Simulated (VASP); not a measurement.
# As in VASP: settings compared

The runs below take As through relaxation of cell and atoms, single point, with PBEsol-based screened hybrid with 25 % exact exchange, PBE0, PBEsol.

Everything below comes from runs of VASP 6.6.1. Logs are shortened: lines on timing, memory, paths and dates and some standing lists are left out, and cuts for length are marked.

**1. The cell of the first run**

The structure is cubic, space group Pm-3m (No. 221). The conventional cell has a = 2.704 Å, b = 2.704 Å, c = 2.704 Å, α = 90.00°, β = 90.00°, γ = 90.00°. As (site symmetry m-3m) has 6 As at 2.70 Å within 3.6 Å.

This isn't the form of As at room conditions, which is rhombohedral.

**2. Relaxation of cell and atoms, PBEsol-based screened hybrid with 25 % exact exchange**

Input file POSCAR:

```
As
1.0
    2.7036817444      0.0000000000      0.0000000000
    0.0000000000      2.7036817444      0.0000000000
    0.0000000000      0.0000000000      2.7036817444
As
1
Direct
    0.5000000000      0.5000000000      0.5000000000
```

Input file INCAR.step1:

```
SYSTEM = As
PREC = Accurate
ENCUT = 600
EDIFF = 1E-5
ISMEAR = -1
SIGMA = 0.05
LREAL = .FALSE.
LASPH = .TRUE.
NELM = 100
ALGO = Normal
LWAVE = .TRUE.
LCHARG = .FALSE.
GGA = PE
NBANDS = 8
```

Input file INCAR.step2:

```
SYSTEM = As
PREC = Accurate
ENCUT = 600
EDIFF = 1E-6
ISMEAR = -1
SIGMA = 0.05
LREAL = .FALSE.
LASPH = .TRUE.
NELM = 100
ALGO = Normal
ISIF = 3
LWAVE = .FALSE.
LCHARG = .FALSE.
GGA = PS
LHFCALC = .TRUE.
AEXX = 0.25
HFSCREEN = 0.207
PRECFOCK = Normal
IBRION = 2
NSW = 60
EDIFFG = -0.01
ISTART = 1
```

Input file KPOINTS:

```
regular mesh
0
G
  5 5 5
  0 0 0
```

Potentials or basis: VASP PAW PBE potentials, release 64 (As).

Run with:

```bash
$ cat potpaw_PBE.64/As/POTCAR > POTCAR
$ cp INCAR.step1 INCAR
$ mpirun -np 1 vasp_std > vasp.out
$ cp INCAR.step2 INCAR
$ mpirun -np 1 vasp_std > vasp.out
```

OUTCAR:

```text
SYSTEM = As
   PREC = Accurate
   ENCUT = 600
   EDIFF = 1E-6
   ISMEAR = -1
   LREAL = .FALSE.
   LASPH = .TRUE.
   NELM = 100
   ISIF = 3
   GGA = PS
   LHFCALC = .TRUE.
   AEXX = 0.25
   HFSCREEN = 0.207
   PRECFOCK = Normal
   IBRION = 2
   NSW = 60
   EDIFFG = -0.01
   ISTART = 1

 ion  position               nearest neighbor table
   1  0.500  0.500  0.500-

  LATTYP: Found a simple cubic cell.
 ALAT       =     2.7036817444

  Lattice vectors:

 A1 = (   2.7036817444,   0.0000000000,   0.0000000000)
 A2 = (   0.0000000000,   2.7036817444,   0.0000000000)
 A3 = (   0.0000000000,   0.0000000000,   2.7036817444)

Analysis of symmetry for initial positions (statically):
=====================================================================
 Subroutine PRICEL returns:
 Original cell was already a primitive cell.

 Routine SETGRP: Setting up the symmetry group for a
 simple cubic supercell.

 Subroutine GETGRP returns: Found 48 space group operations
 (whereof 48 operations were pure point group operations)
 out of a pool of 48 trial point group operations.

The static configuration has the point symmetry O_h .

Analysis of symmetry for dynamics (positions and initial velocities):
=====================================================================
 Subroutine PRICEL returns:
 Original cell was already a primitive cell.

 Routine SETGRP: Setting up the symmetry group for a
 simple cubic supercell.

 Subroutine GETGRP returns: Found 48 space group operations
 (whereof 48 operations were pure point group operations)
 out of a pool of 48 trial point group operations.

The dynamic configuration has the point symmetry O_h .

 Subroutine INISYM returns: Found 48 space group operations
 (whereof 48 operations are pure point group operations),
 and found     1 'primitive' translations

----------------------------------------------------------------------------------------

                                     Primitive cell

  volume of cell :      19.7636

  direct lattice vectors                    reciprocal lattice vectors
     2.703681744  0.000000000  0.000000000     0.369866018  0.000000000  0.000000000
     0.000000000  2.703681744  0.000000000     0.000000000  0.369866018  0.000000000
     0.000000000  0.000000000  2.703681744     0.000000000  0.000000000  0.369866018

  length of vectors
     2.703681744  2.703681744  2.703681744     0.369866018  0.369866018  0.369866018

  position of ions in fractional coordinates (direct lattice)
     0.500000000  0.500000000  0.500000000

  ion indices of the primitive-cell ions
   primitive index   ion index
                 1           1

----------------------------------------------------------------------------------------

 KPOINTS: regular mesh

Automatic generation of k-mesh.
 Grid dimensions read from file:
 generate k-points for:    5    5    5

 Generating k-lattice:

  Cartesian coordinates                     Fractional coordinates (reciprocal lattice)
     0.073973204  0.000000000  0.000000000     0.200000000  0.000000000  0.000000000
     0.000000000  0.073973204  0.000000000     0.000000000  0.200000000  0.000000000
     0.000000000  0.000000000  0.073973204     0.000000000  0.000000000  0.200000000

  Length of vectors
     0.073973204  0.073973204  0.073973204

  Shift w.r.t. Gamma in fractional coordinates (k-lattice)
     0.000000000  0.000000000  0.000000000

 Subroutine IBZKPT returns following result:
 ===========================================

 Found     10 irreducible k-points:

 Following reciprocal coordinates:
            Coordinates               Weight
  0.000000  0.000000  0.000000      1.000000
  0.200000  0.000000  0.000000      6.000000
  0.400000  0.000000  0.000000      6.000000
  0.200000  0.200000  0.000000     12.000000
  0.400000  0.200000  0.000000     24.000000
  0.400000  0.400000  0.000000     12.000000
  0.200000  0.200000  0.200000      8.000000
  0.400000  0.200000  0.200000     24.000000
  0.400000  0.400000  0.200000     24.000000
  0.400000  0.400000  0.400000      8.000000
   k-points           NKPTS =     10   k-points in BZ     NKDIM =    125   number of bands    NBANDS=      6
   number of dos      NEDOS =    301   number of ions     NIONS =      1
   total plane-waves  NPLWV =  13824
   dimension x,y,z NGX =    24 NGY =   24 NGZ =   24
   dimension x,y,z NGXF=    48 NGYF=   48 NGZF=   48
   ions per type =               1
   NGX,Y,Z   is equivalent  to a cutoff of  14.76, 14.76, 14.76 a.u.
   NGXF,Y,Z  is equivalent  to a cutoff of  29.51, 29.51, 29.51 a.u.
 SYSTEM =  As
   PREC   = accura    normal or accurate (medium, high low for compatibility)
   ISTART =      1    job   : 0-new  1-cont  2-samecut
   ICHARG =      0    charge: 1-file 2-atom 10-const
   ISPIN  =      1    spin polarized calculation?
   LNONCOLLINEAR =      F non collinear calculations
   LSORBIT =      F    spin-orbit coupling
   LASPH  =      T    aspherical Exc in radial PAW
   ENCUT  =  600.0 eV  44.10 Ry    6.64 a.u.   5.40  5.40  5.40*2*pi/ulx,y,z
   NELM   =    100;   NELMIN=  2; NELMDL=  0     # of ELM steps
   EDIFF  = 0.1E-05   stopping-criterion for ELM
   LREAL  =      F    real-space projection
   EDIFFG = -.1E-01   stopping-criterion for IOM
   NSW    =     60    number of steps for IOM
   IBRION =      2    ionic relax: 0-MD 1-quasi-New 2-CG
   NFREE  =      1    steps in history (QN), initial steepest desc. (CG)
   ISIF   =      3    stress and relaxation
   ISYM   =      3    0-nonsym 1-usesym 2-fastsym
   POTIM  = 0.5000    time-step for ionic-motion
   TEBEG  =    0.0;   TEEND  =   0.0 temperature during run
   PSTRESS=    0.0 pullay stress
   NELECT =       5.0000    total number of electrons
   NUPDOWN=      -1.0000    fix difference up-down
   EMIN   =  10.00;   EMAX   =-10.00  energy-range for DOS
   EFERMI =   0.00;   METHOD = LEGACY
   ISMEAR =    -1;   SIGMA  =   0.05  broadening in eV -4-tet -1-fermi 0-gaus
   EFERMI_NEDOS =   21; number of points for ismear=-14 and -15
   IALGO  =     38    algorithm
   IMIX   =      1    mixing-type and parameters
     AMIX     =   0.40;   BMIX     =  1.00
     AMIX_MAG =   1.60;   BMIX_MAG =  1.00
  volume/ion in A,a.u.               =      19.76       133.37
  Fermi-wavevector in a.u.,A,eV,Ry     =   1.035403  1.956627 14.586243  1.072059
  Thomas-Fermi vector in A             =   2.169744
   LORBIT       =      0    0 simple, 1 ext, 2 COOP (PROOUT), +10 PAW based schemes
   GGA     = PS    functional components
   LHFCALC =     T    Hartree Fock is set to
   PRECFOCK=normal    Normal, Fast or Accurate (Low or Medium for compatibility)
   ENCUT4O =  -1.0   cutoff for four orbital integrals eV
   NKREDX  =     1    reduce k-point grid by
   NKREDY  =     1    reduce k-point grid by
   NKREDZ  =     1    reduce k-point grid by
   AEXX    =    0.2500 exact exchange contribution
   HFSCREEN=    0.2070 screening length (either q_TF or 0.3 A-1)
   HFSCREENC=   0.2070 screening length for correlation (either q_TF or 0.3 A-1)
   ENCUTFOCK=  -1.0 apply spherical cutoff to Coloumb kernel
   IVDW    =     0    specifies the selected vdW correction
   LEPSILON=     F    determine dielectric tensor
   LRPA    =     F    only Hartree local field effects (RPA)
 conjugate gradient relaxation of ions
 non-spin polarized calculation
  energy-cutoff  :      600.00
  volume of cell :       19.76
 maximum number of plane-waves:       691
 NGX is ok and might be reduce to    24
  NGX = 18; NGY = 18; NGZ = 18

--------------------------------------- Ionic step        1  -------------------------------------------

 number of electron       5.0000001 magnetization

 Free energy of the ion-electron system (eV)
  ---------------------------------------------------
  ext. energy  EPLUGINS =         0.00000000
  ---------------------------------------------------
  free energy    TOTEN  =        -5.61291634 eV

  energy without entropy =       -5.59940097  energy(sigma->0) =       -5.60615866

------------------------ aborting loop because EDIFF is reached ----------------------------------------

  FORCE on cell =-STRESS in cart. coord.  units (eV):
  Direction    XX          YY          ZZ          XY          YZ          ZX
  --------------------------------------------------------------------------------------
  -------------------------------------------------------------------------------------
  Total       -0.3807297     -0.3807297     -0.3807297      0.0000000      0.0000000     -0.0000000
  in kB      -30.8645960    -30.8645960    -30.8645960      0.0000000      0.0000000     -0.0000000
  external PRESSURE =     -30.8645960 kB  Pullay stress =       0.0000000 kB

 VOLUME and BASIS-vectors are now :
 -----------------------------------------------------------------------------
  energy-cutoff  :      600.00
  volume of cell :       19.76
      direct lattice vectors                 reciprocal lattice vectors
     2.703681744  0.000000000  0.000000000     0.369866018  0.000000000  0.000000000
     0.000000000  2.703681744  0.000000000     0.000000000  0.369866018  0.000000000
     0.000000000  0.000000000  2.703681744     0.000000000  0.000000000  0.369866018

 POSITION                                       TOTAL-FORCE (eV/Angst)
 -----------------------------------------------------------------------------------
      1.35184      1.35184      1.35184         0.000000      0.000000      0.000000
 -----------------------------------------------------------------------------------
    total drift:                                0.000016     -0.000001     -0.000023

  FREE ENERGIE OF THE ION-ELECTRON SYSTEM (eV)
  ---------------------------------------------------
  free  energy   TOTEN  =        -5.6129163428 eV

  energy  without entropy=       -5.5994009699  energy(sigma->0) =       -5.60615866
[... 15 lines left out ...]
 VOLUME and BASIS-vectors are now :
 -----------------------------------------------------------------------------
  energy-cutoff  :      600.00
  volume of cell :       18.69
      direct lattice vectors                 reciprocal lattice vectors
     2.654022114  0.000000000 -0.000000000     0.376786612 -0.000000000  0.000000000
     0.000000000  2.654022114  0.000000000    -0.000000000  0.376786612 -0.000000000
    -0.000000000  0.000000000  2.654022114     0.000000000 -0.000000000  0.376786612

 POSITION                                       TOTAL-FORCE (eV/Angst)
 -----------------------------------------------------------------------------------
      1.32701      1.32701      1.32701        -0.000000     -0.000000      0.000000
 -----------------------------------------------------------------------------------
    total drift:                                0.000000     -0.000000     -0.000001

  FREE ENERGIE OF THE ION-ELECTRON SYSTEM (eV)
  ---------------------------------------------------
  free  energy   TOTEN  =        -5.6177206503 eV

  energy  without entropy=       -5.6060193120  energy(sigma->0) =       -5.61186998

--------------------------------------- Ionic step        3  -------------------------------------------

 number of electron       5.0000000 magnetization

 Free energy of the ion-electron system (eV)
  ---------------------------------------------------
  ext. energy  EPLUGINS =         0.00000000
  ---------------------------------------------------
  free energy    TOTEN  =        -5.61984546 eV

  energy without entropy =       -5.60671809  energy(sigma->0) =       -5.61328178

 E-fermi :   6.2031     XC(G=0):  -8.8403

 val. band max:        6.1888439609   @ k =   0.2000   0.2000   0.0000
 cond. band min:       7.5414609502   @ k =   0.2000   0.2000   0.2000
 fundamental gap:      1.3526169893
 Fermi energy:         6.2031428602

 k-point     1 :       0.0000    0.0000    0.0000
  band No.  band energies     occupation
      1     -10.9928      2.00000
      2      10.9498      0.00000
      3      10.9498      0.00000
      4      10.9498      0.00000
      5      15.1912      0.00000
      6      15.1912      0.00000

 k-point     2 :       0.2000    0.0000    0.0000
  band No.  band energies     occupation
      1     -10.1616      2.00000
      2       4.9273      2.00000
      3      11.6899      0.00000
      4      11.6899      0.00000
      5      15.9190      0.00000
      6      17.6166      0.00000

 k-point     3 :       0.4000    0.0000    0.0000
  band No.  band energies     occupation
      1      -7.9972      2.00000
      2      -0.9260      2.00000
      3      13.3164      0.00000
      4      13.3164      0.00000
      5      17.7000      0.00000
      6      20.0189      0.00000

 k-point     4 :       0.2000    0.2000    0.0000
  band No.  band energies     occupation
      1      -9.3286      2.00000
      2       5.3547      2.00000
      3       6.1888      1.14202
      4      12.4149      0.00000
      5      17.4478      0.00000
      6      20.5417      0.00000
[... 65 lines left out ...]
 VOLUME and BASIS-vectors are now :
 -----------------------------------------------------------------------------
  energy-cutoff  :      600.00
  volume of cell :       19.06
      direct lattice vectors                 reciprocal lattice vectors
     2.671437598  0.000000000 -0.000000000     0.374330286 -0.000000000  0.000000000
     0.000000000  2.671437598  0.000000000    -0.000000000  0.374330286 -0.000000000
    -0.000000000  0.000000000  2.671437598     0.000000000 -0.000000000  0.374330286

 POSITION                                       TOTAL-FORCE (eV/Angst)
 -----------------------------------------------------------------------------------
      1.33572      1.33572      1.33572        -0.000000     -0.000000      0.000000
 -----------------------------------------------------------------------------------
    total drift:                                0.000002     -0.000000     -0.000004

  FREE ENERGIE OF THE ION-ELECTRON SYSTEM (eV)
  ---------------------------------------------------
  free  energy   TOTEN  =        -5.6198454642 eV

  energy  without entropy=       -5.6067180895  energy(sigma->0) =       -5.61328178

 reached required accuracy - stopping structural energy minimisation
```

It took 4.2 min on 1 thread of Intel Xeon 8259CL, shared host; peak memory 0.25 GiB.

Results:

```
Free energy                           : -5.6198 eV
Relaxed volume                        : 19.06 Å³/atom
Relaxed cell                          : a = 2.671 Å, b = 2.671 Å, c = 2.671 Å, α = 90.00°, β = 90.00°, γ = 90.00°
Space group after relaxing (to 0.1 Å) : Pm-3m (No. 221)
Energy gained by relaxing             : 6.9 meV/atom
Ionic steps                           : 3
Pressure after relaxing               : 0.0 GPa
Band gap on the k mesh                : zero (an odd number of electrons rules out a gap without spin polarisation)
```

Step by step:
```
step  energy change (eV)  largest force (eV/Å)  pressure (GPa)  volume (Å³)
   1              0.0000                0.0000           -3.09        19.76
   2             -0.0048                0.0000            1.89        18.69
   3             -0.0069                0.0000            0.01        19.06
```

Final structure:
```yaml
crystal:
  lattice:
    - [2.67144, 0.00000, 0.00000]
    - [0.00000, 2.67144, 0.00000]
    - [0.00000, 0.00000, 2.67144]
  atoms:
    - { symbol: As, position: [0.50000, 0.50000, 0.50000] }
```

Caveat: the k points lie up to 0.47 Å⁻¹ apart in the final cell, too coarse for converged energies and pressures of a metal; the PAW data sets were made with another functional, which shifts forces and pressure a little.

[end of part 1 of 2]
